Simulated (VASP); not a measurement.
# SnO2 (Cassiterite) (P4_2/mnm) in VASP: a series of runs

SnO2 (Cassiterite) is run at these levels: PBE; tasks: single point.

Everything below comes from runs of VASP 6.6.1. Logs are shortened: lines on timing, memory, paths and dates and some standing lists are left out, and cuts for length are marked.

## (1) The cell of the first run

Symmetry: P4_2/mnm, No. 136, tetragonal system. The conventional cell has a = 4.821 Å, b = 4.821 Å, c = 3.242 Å, α = 90.00°, β = 90.00°, γ = 90.00°. Sn (site symmetry mmm) has 6 O at 2.09 Å within 2.8 Å. O (site symmetry m2m) has 3 Sn at 2.09 Å and 1 O at 2.63 Å within 2.8 Å.

## (2) Single point, PBE

INCAR reads:

```
ALGO = Normal
EDIFF = 1E-6
ENCUT = 520
GGA = PE
ISIF = 2
ISMEAR = 0
LASPH = T
LCHARG = F
LREAL = F
LWAVE = F
NBANDS = 35
NELM = 80
PREC = Accurate
SIGMA = 0.01
```

KPOINTS reads:

```
k-points
0
Gamma
  4 4 6
```

POSCAR reads:

```
SnO2
1.0
    4.8207765195      0.0000000000      0.0000000000
    0.0000000000      4.8207765195      0.0000000000
    0.0000000000      0.0000000000      3.2421706162
Sn O
2 4
Direct
    0.0000000000      0.0000000000      0.0000000000
    0.5000000000      0.5000000000      0.5000000000
    0.3071000000      0.3071000000      0.0000000000
    0.1929000000      0.8071000000      0.5000000000
    0.6929000000      0.6929000000      0.0000000000
    0.8071000000      0.1929000000      0.5000000000
```

Potentials or basis: VASP PAW PBE potentials, release 64 (Sn_d, O).

On the command line:

```
> cat potpaw_PBE.64/Sn_d/POTCAR potpaw_PBE.64/O/POTCAR > POTCAR
> mpirun -np 1 vasp_std > vasp.out
```

OUTCAR:

```text
EDIFF = 1E-6
   ENCUT = 520
   GGA = PE
   ISIF = 2
   ISMEAR = 0
   LASPH = T
   LREAL = F
   NELM = 80
   PREC = Accurate

 ion  position               nearest neighbor table
   1  0.000  0.000  0.000-   4 2.09   6 2.09   4 2.09   6 2.09   5 2.09   3 2.09
   2  0.500  0.500  0.500-   3 2.09   5 2.09   3 2.09   5 2.09   4 2.09   6 2.09
   3  0.307  0.307  0.000-   2 2.09   2 2.09   1 2.09
   4  0.193  0.807  0.500-   1 2.09   1 2.09   2 2.09
   5  0.693  0.693  0.000-   2 2.09   2 2.09   1 2.09
   6  0.807  0.193  0.500-   1 2.09   1 2.09   2 2.09

  LATTYP: Found a simple tetragonal cell.
 ALAT       =     4.8207765195
 C/A-ratio  =     0.6725411566

  Lattice vectors:

 A1 = (   4.8207765195,   0.0000000000,   0.0000000000)
 A2 = (   0.0000000000,   4.8207765195,   0.0000000000)
 A3 = (   0.0000000000,   0.0000000000,   3.2421706162)

Analysis of symmetry for initial positions (statically):
=====================================================================
 Subroutine PRICEL returns:
 Original cell was already a primitive cell.

 Routine SETGRP: Setting up the symmetry group for a
 simple tetragonal supercell.

 Subroutine GETGRP returns: Found 16 space group operations
 (whereof  8 operations were pure point group operations)
 out of a pool of 16 trial point group operations.

The static configuration has the point symmetry D_2h.
 The point group associated with its full space group is D_4h.

Analysis of symmetry for dynamics (positions and initial velocities):
=====================================================================
 Subroutine PRICEL returns:
 Original cell was already a primitive cell.

 Routine SETGRP: Setting up the symmetry group for a
 simple tetragonal supercell.

 Subroutine GETGRP returns: Found 16 space group operations
 (whereof  8 operations were pure point group operations)
 out of a pool of 16 trial point group operations.

The dynamic configuration has the point symmetry D_2h.
 The point group associated with its full space group is D_4h.

 Subroutine INISYM returns: Found 16 space group operations
 (whereof  8 operations are pure point group operations),
 and found     1 'primitive' translations

----------------------------------------------------------------------------------------

                                     Primitive cell

  volume of cell :      75.3477

  direct lattice vectors                    reciprocal lattice vectors
     4.820776519  0.000000000  0.000000000     0.207435461  0.000000000  0.000000000
     0.000000000  4.820776519  0.000000000     0.000000000  0.207435461  0.000000000
     0.000000000  0.000000000  3.242170616     0.000000000  0.000000000  0.308435341

  length of vectors
     4.820776519  4.820776519  3.242170616     0.207435461  0.207435461  0.308435341

  position of ions in fractional coordinates (direct lattice)
     0.000000000  0.000000000  0.000000000
     0.500000000  0.500000000  0.500000000
     0.307100000  0.307100000  0.000000000
     0.192900000  0.807100000  0.500000000
     0.692900000  0.692900000  0.000000000
     0.807100000  0.192900000  0.500000000

  ion indices of the primitive-cell ions
   primitive index   ion index
                 1           1
                 2           2
                 3           3
                 4           4
                 5           5
                 6           6

----------------------------------------------------------------------------------------

 KPOINTS: k-points

Automatic generation of k-mesh.
 Grid dimensions read from file:
 generate k-points for:    4    4    6

 Generating k-lattice:

  Cartesian coordinates                     Fractional coordinates (reciprocal lattice)
     0.051858865  0.000000000  0.000000000     0.250000000  0.000000000  0.000000000
     0.000000000  0.051858865  0.000000000     0.000000000  0.250000000  0.000000000
     0.000000000  0.000000000  0.051405890     0.000000000  0.000000000  0.166666667

  Length of vectors
     0.051858865  0.051858865  0.051405890

  Shift w.r.t. Gamma in fractional coordinates (k-lattice)
     0.000000000  0.000000000  0.000000000

 Subroutine IBZKPT returns following result:
 ===========================================

 Found     24 irreducible k-points:

 Following reciprocal coordinates:
            Coordinates               Weight
  0.000000  0.000000  0.000000      1.000000
  0.250000  0.000000  0.000000      4.000000
  0.500000  0.000000  0.000000      2.000000
  0.250000  0.250000  0.000000      4.000000
  0.500000  0.250000  0.000000      4.000000
  0.500000  0.500000  0.000000      1.000000
[... 16 lines left out ...]
  0.500000  0.250000  0.500000      4.000000
  0.500000  0.500000  0.500000      1.000000
   k-points           NKPTS =     24   k-points in BZ     NKDIM =     24   number of bands    NBANDS=     35
   number of dos      NEDOS =    301   number of ions     NIONS =      6
   total plane-waves  NPLWV =  31104
   dimension x,y,z NGX =    36 NGY =   36 NGZ =   24
   dimension x,y,z NGXF=    72 NGYF=   72 NGZF=   48
   ions per type =               2   4
   NGX,Y,Z   is equivalent  to a cutoff of  12.41, 12.41, 12.31 a.u.
   NGXF,Y,Z  is equivalent  to a cutoff of  24.83, 24.83, 24.61 a.u.
 SYSTEM =  unknown system
   PREC   = accura    normal or accurate (medium, high low for compatibility)
   ISTART =      0    job   : 0-new  1-cont  2-samecut
   ICHARG =      2    charge: 1-file 2-atom 10-const
   ISPIN  =      1    spin polarized calculation?
   LNONCOLLINEAR =      F non collinear calculations
   LSORBIT =      F    spin-orbit coupling
   LASPH  =      T    aspherical Exc in radial PAW
   ENCUT  =  520.0 eV  38.22 Ry    6.18 a.u.   8.96  8.96  6.03*2*pi/ulx,y,z
   NELM   =     80;   NELMIN=  2; NELMDL= -5     # of ELM steps
   EDIFF  = 0.1E-05   stopping-criterion for ELM
   LREAL  =      F    real-space projection
   EDIFFG = 0.1E-04   stopping-criterion for IOM
   NSW    =      0    number of steps for IOM
   IBRION =     -1    ionic relax: 0-MD 1-quasi-New 2-CG
   NFREE  =      0    steps in history (QN), initial steepest desc. (CG)
   ISIF   =      2    stress and relaxation
   ISYM   =      2    0-nonsym 1-usesym 2-fastsym
   POTIM  = 0.5000    time-step for ionic-motion
   TEBEG  =    0.0;   TEEND  =   0.0 temperature during run
   PSTRESS=    0.0 pullay stress
   NELECT =      52.0000    total number of electrons
   NUPDOWN=      -1.0000    fix difference up-down
   EMIN   =  10.00;   EMAX   =-10.00  energy-range for DOS
   EFERMI =   0.00;   METHOD = LEGACY
   ISMEAR =     0;   SIGMA  =   0.01  broadening in eV -4-tet -1-fermi 0-gaus
   EFERMI_NEDOS =   21; number of points for ismear=-14 and -15
   IALGO  =     38    algorithm
   IMIX   =      4    mixing-type and parameters
     AMIX     =   0.40;   BMIX     =  1.00
     AMIX_MAG =   1.60;   BMIX_MAG =  1.00
  volume/ion in A,a.u.               =      12.56        84.75
  Fermi-wavevector in a.u.,A,eV,Ry     =   1.446725  2.733914 28.477174  2.093013
  Thomas-Fermi vector in A             =   2.564761
   LORBIT       =      0    0 simple, 1 ext, 2 COOP (PROOUT), +10 PAW based schemes
   GGA     = PE    functional components
   LHFCALC =     F    Hartree Fock is set to
   AEXX    =    0.0000 exact exchange contribution
   IVDW    =     0    specifies the selected vdW correction
   LEPSILON=     F    determine dielectric tensor
   LRPA    =     F    only Hartree local field effects (RPA)
 non-spin polarized calculation
 Gauss-broadening in eV      SIGMA  =   0.01
  energy-cutoff  :      520.00
  volume of cell :       75.35
 maximum number of plane-waves:      2052
 NGX is ok and might be reduce to    36
   NGX = 17   NGY = 17   NGZ = 13

 number of electron      52.0000003 magnetization

 Free energy of the ion-electron system (eV)
  ---------------------------------------------------
  ext. energy  EPLUGINS =         0.00000000
  ---------------------------------------------------
  free energy    TOTEN  =       -37.30803967 eV

  energy without entropy =      -37.30803967  energy(sigma->0) =      -37.30803967

 E-fermi :   5.6028     XC(G=0): -10.9841

 val. band max:        5.5482258830   @ k =   0.0000   0.0000   0.0000
 cond. band min:       6.2346908953   @ k =   0.0000   0.0000   0.0000
 fundamental gap:      0.6864650123
 Fermi energy:         5.6027966953

 k-point     1 :       0.0000    0.0000    0.0000
  band No.  band energies     occupation
      1     -15.4850      2.00000
      2     -14.8186      2.00000
      3     -14.6233      2.00000
      4     -14.5977      2.00000
      5     -14.5977      2.00000
      6     -14.5309      2.00000
[... 27 lines left out ...]
     34      17.0427      0.00000
     35      17.8300      0.00000

 k-point     2 :       0.2500    0.0000    0.0000
  band No.  band energies     occupation
      1     -15.4015      2.00000
      2     -14.9165      2.00000
      3     -14.6217      2.00000
      4     -14.5948      2.00000
      5     -14.5947      2.00000
      6     -14.5815      2.00000
[... 27 lines left out ...]
     34      17.3155      0.00000
     35      17.7952      0.00000

 k-point     3 :       0.5000    0.0000    0.0000
  band No.  band energies     occupation
      1     -15.1755      2.00000
      2     -15.1755      2.00000
      3     -14.6142      2.00000
      4     -14.6142      2.00000
      5     -14.5916      2.00000
      6     -14.5916      2.00000
[... 27 lines left out ...]
     34      17.7584      0.00000
     35      17.7648      0.00000
[... 723 lines left out ...]
 k-point    23 :       0.5000    0.2500    0.5000
  band No.  band energies     occupation
      1     -15.3640      2.00000
      2     -15.3640      2.00000
      3     -14.7224      2.00000
      4     -14.7224      2.00000
      5     -14.4849      2.00000
      6     -14.4849      2.00000
[... 27 lines left out ...]
     34      16.6641      0.00000
     35      18.0788      0.00000

 k-point    24 :       0.5000    0.5000    0.5000
  band No.  band energies     occupation
      1     -15.2787      2.00000
      2     -15.2787      2.00000
      3     -14.8555      2.00000
      4     -14.8555      2.00000
      5     -14.4814      2.00000
      6     -14.4814      2.00000
[... 27 lines left out ...]
     34      16.2022      0.00000
     35      18.4227      0.00000

------------------------ aborting loop because EDIFF is reached ----------------------------------------

  FORCE on cell =-STRESS in cart. coord.  units (eV):
  Direction    XX          YY          ZZ          XY          YZ          ZX
  --------------------------------------------------------------------------------------
  -------------------------------------------------------------------------------------
  Total        0.4223914      0.4223914      0.3880531      0.0000000      0.0000000      0.0000000
  in kB        8.9816425      8.9816425      8.2514802      0.0000000      0.0000000      0.0000000
  external PRESSURE =       8.7382550 kB  Pullay stress =       0.0000000 kB

 VOLUME and BASIS-vectors are now :
 -----------------------------------------------------------------------------
  energy-cutoff  :      520.00
  volume of cell :       75.35
      direct lattice vectors                 reciprocal lattice vectors
     4.820776519  0.000000000  0.000000000     0.207435461  0.000000000  0.000000000
     0.000000000  4.820776519  0.000000000     0.000000000  0.207435461  0.000000000
     0.000000000  0.000000000  3.242170616     0.000000000  0.000000000  0.308435341

 POSITION                                       TOTAL-FORCE (eV/Angst)
 -----------------------------------------------------------------------------------
      0.00000      0.00000      0.00000         0.000000      0.000000     -0.000000
      2.41039      2.41039      1.62109         0.000000      0.000000     -0.000000
      1.48046      1.48046      0.00000        -0.062529     -0.062529      0.000000
      0.92993      3.89085      1.62109         0.062529     -0.062529     -0.000000
      3.34032      3.34032      0.00000         0.062529      0.062529     -0.000000
      3.89085      0.92993      1.62109        -0.062529      0.062529     -0.000000
 -----------------------------------------------------------------------------------
    total drift:                               -0.000000      0.000000      0.000000

  FREE ENERGIE OF THE ION-ELECTRON SYSTEM (eV)
  ---------------------------------------------------
  free  energy   TOTEN  =       -37.3080396708 eV

  energy  without entropy=      -37.3080396708  energy(sigma->0) =      -37.30803967
```

Wall time 23 s (1 thread of Intel Xeon 6975P-C (Granite Rapids), shared host); peak memory 0.2 GiB.

What came out:

- Free energy: -37.3080 eV
- Pressure: 0.9 GPa
- Largest force: 0.088 eV/Å
- Band gap on the k mesh: 0.69 eV, direct

Forces in eV/Å, atoms in the order of the input:
```
Sn   0.000  0.000  0.000
Sn   0.000  0.000  0.000
O   -0.063 -0.063  0.000
O    0.063 -0.063  0.000
O    0.063  0.063  0.000
O   -0.063  0.063  0.000
```

Levels at points of the mesh, in eV from the valence-band top:
| k point | band 22 | band 23 | band 24 | band 25 | band 26 | band 27 | band 28 | band 29 | band 30 | band 31 |
| --- | --- | --- | --- | --- | --- | --- | --- | --- | --- | --- |
| (0.00, 0.00, 0.00) | -1.26 | -1.26 | -0.74 | -0.74 | 0.00 | 0.69 | 5.66 | 6.06 | 6.06 | 10.13 |
| (0.50, 0.00, 0.00) | -1.89 | -1.21 | -1.21 | -0.61 | -0.61 | 3.89 | 3.89 | 6.79 | 6.79 | 10.41 |
| (0.50, 0.50, 0.00) | -1.86 | -1.33 | -1.33 | -0.85 | -0.85 | 4.27 | 4.27 | 7.15 | 7.15 | 10.49 |
| (0.00, 0.00, 0.50) | -2.56 | -1.53 | -1.53 | -1.19 | -1.19 | 5.61 | 5.61 | 9.39 | 9.39 | 10.29 |
| (0.50, 0.00, 0.50) | -1.66 | -1.02 | -1.02 | -0.74 | -0.74 | 5.88 | 5.88 | 7.63 | 7.63 | 10.57 |
| (0.50, 0.50, 0.50) | -2.44 | -0.92 | -0.92 | -0.78 | -0.78 | 4.39 | 4.39 | 8.60 | 8.60 | 10.56 |

Caveat: spin-orbit coupling is left out, which moves the levels of the heavy elements. As with any semilocal functional, this PBE gap is likely too small.

## (3) Single point, PBE

This run uses another cell than the first one, of 12.88 Å³/atom, 1.025 times its volume.

INCAR reads:

```
SYSTEM = SnO2
  PREC = Accurate
  ENCUT = 520
  EDIFF = 1E-7
  ISMEAR = 0
  SIGMA = 0.01
  LREAL = .False.
  LASPH = .True.
  NELM = 60
  ALGO = Normal
  ISIF = 2
  LWAVE = .False.
  LCHARG = .False.
  GGA = PE
  NBANDS = 35
```

KPOINTS reads:

```
regular mesh
0
Gamma
  4 4 6
  0 0 0
```

POSCAR, as its differences from that of step 2:

```diff
@@ -2,5 +2,5 @@
 1.0
-    4.8207765195      0.0000000000      0.0000000000
-    0.0000000000      4.8207765195      0.0000000000
-    0.0000000000      0.0000000000      3.2421706162
+    4.8611196212      0.0000000000      0.0000000000
+    0.0000000000      4.8611196212      0.0000000000
+    0.0000000000      0.0000000000      3.2693030125
 Sn O
```

Potentials or basis: VASP PAW PBE potentials, release 64 (Sn_d, O).

On the command line:

```
> cat potpaw_PBE.64/Sn_d/POTCAR potpaw_PBE.64/O/POTCAR > POTCAR
> mpirun -np 1 vasp_std > vasp.out
```

OUTCAR:

```text
SYSTEM = SnO2
   PREC = Accurate
   ENCUT = 520
   EDIFF = 1E-7
   ISMEAR = 0
   LREAL = .False.
   LASPH = .True.
   NELM = 60
   ISIF = 2
   GGA = PE

 ion  position               nearest neighbor table
   1  0.000  0.000  0.000-   4 2.10   6 2.10   4 2.10   6 2.10   5 2.11   3 2.11
   2  0.500  0.500  0.500-   3 2.10   5 2.10   3 2.10   5 2.10   4 2.11   6 2.11
   3  0.307  0.307  0.000-   2 2.10   2 2.10   1 2.11
   4  0.193  0.807  0.500-   1 2.10   1 2.10   2 2.11
   5  0.693  0.693  0.000-   2 2.10   2 2.10   1 2.11
   6  0.807  0.193  0.500-   1 2.10   1 2.10   2 2.11

  LATTYP: Found a simple tetragonal cell.
 ALAT       =     4.8611196212
 C/A-ratio  =     0.6725411566

  Lattice vectors:

 A1 = (   4.8611196212,   0.0000000000,   0.0000000000)
 A2 = (   0.0000000000,   4.8611196212,   0.0000000000)
 A3 = (   0.0000000000,   0.0000000000,   3.2693030125)

Analysis of symmetry for initial positions (statically):
=====================================================================
 Subroutine PRICEL returns:
 Original cell was already a primitive cell.
[... 182 lines left out ...]
 cond. band min:       5.6913602293   @ k =   0.0000   0.0000   0.0000
 fundamental gap:      0.4206432826
 Fermi energy:         5.3647148305

 k-point     1 :       0.0000    0.0000    0.0000
  band No.  band energies     occupation
      1     -15.7369      2.00000
      2     -15.1255      2.00000
      3     -14.9611      2.00000
      4     -14.9337      2.00000
      5     -14.9337      2.00000
      6     -14.8753      2.00000
[... 901 lines left out ...]
     34      15.6586      0.00000
     35      17.9942      0.00000

------------------------ aborting loop because EDIFF is reached ----------------------------------------

  FORCE on cell =-STRESS in cart. coord.  units (eV):
  Direction    XX          YY          ZZ          XY          YZ          ZX
  --------------------------------------------------------------------------------------
  -------------------------------------------------------------------------------------
  Total       -1.4540343     -1.4540343     -2.1457595      0.0000000      0.0000000      0.0000000
  in kB      -30.1548693    -30.1548693    -44.5003910      0.0000000      0.0000000      0.0000000
  external PRESSURE =     -34.9367099 kB  Pullay stress =       0.0000000 kB

 VOLUME and BASIS-vectors are now :
 -----------------------------------------------------------------------------
  energy-cutoff  :      520.00
  volume of cell :       77.26
      direct lattice vectors                 reciprocal lattice vectors
     4.861119621  0.000000000  0.000000000     0.205713926  0.000000000  0.000000000
     0.000000000  4.861119621  0.000000000     0.000000000  0.205713926  0.000000000
     0.000000000  0.000000000  3.269303012     0.000000000  0.000000000  0.305875594

 POSITION                                       TOTAL-FORCE (eV/Angst)
 -----------------------------------------------------------------------------------
      0.00000      0.00000      0.00000        -0.000000      0.000000     -0.000000
      2.43056      2.43056      1.63465        -0.000000      0.000000     -0.000000
      1.49285      1.49285      0.00000         0.000322      0.000322      0.000000
      0.93771      3.92341      1.63465        -0.000322      0.000322     -0.000000
      3.36827      3.36827      0.00000        -0.000322     -0.000322     -0.000000
      3.92341      0.93771      1.63465         0.000322     -0.000322     -0.000000
 -----------------------------------------------------------------------------------
    total drift:                               -0.000000      0.000000      0.000000

  FREE ENERGIE OF THE ION-ELECTRON SYSTEM (eV)
  ---------------------------------------------------
  free  energy   TOTEN  =       -37.2943847679 eV

  energy  without entropy=      -37.2943847679  energy(sigma->0) =      -37.29438477
```

stdout:

```text
POSCAR found type information on POSCAR SnO
 POSCAR found :  2 types and       6 ions
 scaLAPACK will be used
 LDA part: xc-table for (Slater+PW92), standard interpolation
 POSCAR, INCAR and KPOINTS ok, starting setup
 FFT: planning ... GRIDC
 FFT: planning ... GRID_SOFT
 FFT: planning ... GRID
 WAVECAR not read
 entering main loop
```

It took 24 s on 1 thread of Intel Xeon 6975P-C (Granite Rapids), shared host; peak memory 0.2 GiB.

What came out:

* Free energy: -37.2944 eV
* Pressure: -3.5 GPa
* Band gap on the k mesh: 0.42 eV, direct

Caveat: spin-orbit coupling is left out, which moves the levels of the heavy elements. As with any semilocal functional, this PBE gap is likely too small.
